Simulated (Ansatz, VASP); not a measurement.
# Two plane-wave programs on Si3As

File INCAR:

```
SYSTEM = Si3As
  PREC = Accurate
  ENCUT = 520
  EDIFF = 1E-7
  ISMEAR = 0
  SIGMA = 0.1
  LREAL = .False.
  LASPH = .True.
  NELM = 80
  ALGO = Normal
  ISIF = 2
  LWAVE = .False.
  LCHARG = .True.
  GGA = PE
  LELF = .True.
  LVHAR = .True.
  NBANDS = 27
```

The input KPOINTS:

```
Automatic mesh
0
Gamma
  6 6 6
  0 0 0
```

POSCAR

```
Si3As
1.0
    3.4752454787      2.0064339126      3.2639405137
   -3.4752454787      2.0064339126      3.2639405137
    0.0000000000     -4.0128678253      3.2639405137
Si As
6 2
Direct
    0.7970000000      0.2520000000      0.7970000000
    0.7970000000      0.7970000000      0.2520000000
    0.2520000000      0.7970000000      0.7970000000
    0.2030000000      0.7480000000      0.2030000000
    0.7480000000      0.2030000000      0.2030000000
    0.2030000000      0.2030000000      0.7480000000
    0.2690000000      0.2690000000      0.2690000000
    0.7310000000      0.7310000000      0.7310000000
```

Input for Ansatz:

```yaml
crystal:
  lattice:
    - [3.4752454787, 2.0064339126, 3.2639405137]
    - [-3.4752454787, 2.0064339126, 3.2639405137]
    - [0.0, -4.0128678253, 3.2639405137]
  atoms:
    - { symbol: Si, position: [0.797, 0.252, 0.797] }
    - { symbol: Si, position: [0.797, 0.797, 0.252] }
    - { symbol: Si, position: [0.252, 0.797, 0.797] }
    - { symbol: Si, position: [0.203, 0.748, 0.203] }
    - { symbol: Si, position: [0.748, 0.203, 0.203] }
    - { symbol: Si, position: [0.203, 0.203, 0.748] }
    - { symbol: As, position: [0.269, 0.269, 0.269] }
    - { symbol: As, position: [0.731, 0.731, 0.731] }
basis:
  ecutwfc: 420
kpoints:
  mp_grid: { grid: [6, 6, 6] }
hamiltonian:
  xc: pbe
scf:
  occupations: { method: gaussian, width: 0.1 }
  lower_state_search: "off"
output:
  forces: true
  stress: true
  eigenvalues: true
```

Alike in both runs: task single point; functional PBE; k mesh 6 × 6 × 6; occupations gaussian, width 0.1 eV; no spin polarisation.

|  | VASP | Ansatz |
| --- | --- | --- |
| version | VASP 6.6.1 | Ansatz 0.2.0 |
| potentials or method | VASP PAW PBE potentials, release 64 (Si, As), cutoff 520 eV | scalar-relativistic, plane waves, PAW |
| valence electrons in the cell | 34 | 54 |

Ansatz gave:

```
gap on the k mesh at the Fermi level (eV)                     : none
pressure (GPa)                                                : 20.2
traceless stress, the component that is largest in VASP (GPa) : -9.45
rms of the force components (eV/Å)                            : 2.521
```

**Question.** What did VASP give for the same quantities?

**Answer.** gap on the k mesh at the Fermi level (eV): none; pressure (GPa): 20.2; traceless stress, the component that is largest in VASP (GPa): -9.45; rms of the force components (eV/Å): 2.508.

Atom by atom the forces differ by 0.014 eV/Å (rms over components). A gap of «none» marks a metal or a gap that the smearing closes. VASP's potentials hold 34 valence electrons a cell and Ansatz's 54, so a difference there can come from the potentials and not from the codes.
